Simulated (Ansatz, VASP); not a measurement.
Cd4InO in VASP and in Ansatz

```
Cd In O
1.0
     5.73449    0.00000    0.00000
    -2.86725    4.96621    0.00000
     0.00000    0.00000    5.30282
Cd In O
4 1 1
Direct
  0.66667 0.33333 0.00000
  0.99809 0.49905 0.50000
  0.50095 0.49905 0.50000
  0.50095 0.00191 0.50000
  0.33333 0.66667 0.00000
  0.00000 0.00000 0.00000
```

Change from the starting cell: species swapped into the HoCo4Ni type (P-6m2, No. 187).

Alike in both runs: functional PBE; k mesh 3 × 3 × 4; occupations gaussian, width 0.1 eV; collinear spin.

Ansatz relaxed the structure, and its values are those at the end. VASP's run is a single point on that final structure, the one shown.

|  | VASP | Ansatz |
| --- | --- | --- |
| version | VASP 6.6.1 | Ansatz 0.2.0 |
| potentials or method | VASP PAW PBE potentials, release 64 (Cd, In_d, O), cutoff 520 eV | scalar-relativistic, plane waves, PAW |
| valence electrons in the cell | 67 | 99 |

Ansatz gave:

```
gap on the k mesh at the Fermi level (eV)                     : none
pressure (GPa)                                                : -0.1
rms of the force components (eV/Å)                            : 0.002
net moment per atom (μB)                                      : 0.15
size of the moment on the site where the two differ most (μB) : 0.93
```

Task: What did VASP give for the same quantities?

Result: gap on the k mesh at the Fermi level (eV): none; pressure (GPa): -0.7; rms of the force components (eV/Å): 0.006; net moment per atom (μB): 0.00; size of the moment on the site where the two differ most (μB): 0.00.

The net moments are unlike, so the other rows may belong to different states. Site moments also hang on the region over which each program counts them. A gap of «none» marks a metal or a gap that the smearing closes. VASP's potentials hold 67 valence electrons a cell and Ansatz's 99, so a difference there can come from the potentials and not from the codes.

The k mesh is coarse, so the values compare programs but aren't converged.
